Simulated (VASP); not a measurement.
Here is a VASP 6.6.1 calculation.

Contents of POSCAR:

```
Re
1.0
    0.0000000000      1.9132403796      2.1045644176
    1.9132403796      0.0000000000      2.1045644176
    1.9132403796      1.9132403796      0.0000000000
Re
1
Direct
    0.0000000000      0.0000000000      0.0000000000
```

Contents of INCAR.step1:

```
ALGO = Normal ; EDIFF = 1E-4
ENCUT = 520 ; GGA = PE
ISMEAR = 0 ; LASPH = True
LCHARG = False ; LREAL = False
LWAVE = True ; NBANDS = 10
NELM = 100 ; PREC = Accurate
SIGMA = 0.15
```

The input INCAR.step2:

```
ALGO = Normal ; EDIFF = 1E-6
ENCUT = 520 ; ISIF = 2
ISMEAR = 0 ; ISTART = 1
LASPH = True ; LCHARG = False
LMIXTAU = True ; LREAL = False
LWAVE = False ; METAGGA = R2SCAN
NBANDS = 10 ; NELM = 100
PREC = Accurate ; SIGMA = 0.15
```

The input KPOINTS:

```
k-points
0
Gamma
  22 22 22
```

Potentials or basis: VASP PAW PBE potentials, release 64 (Re).

The run is started by

```sh
$ cat potpaw_PBE.64/Re/POTCAR > POTCAR
$ cp INCAR.step1 INCAR
$ mpirun -np 1 vasp_std > vasp.out
$ cp INCAR.step2 INCAR
$ mpirun -np 1 vasp_std > vasp.out
```

Predict the pressure.

-14.2 GPa.

Stress tensor (GPa, compression positive):
```
 -5.34   0.00   0.00
  0.00  -5.34   0.00
  0.00   0.00 -32.01
```

Caveat: the PAW data sets were made with another functional, which shifts forces and pressure a little.
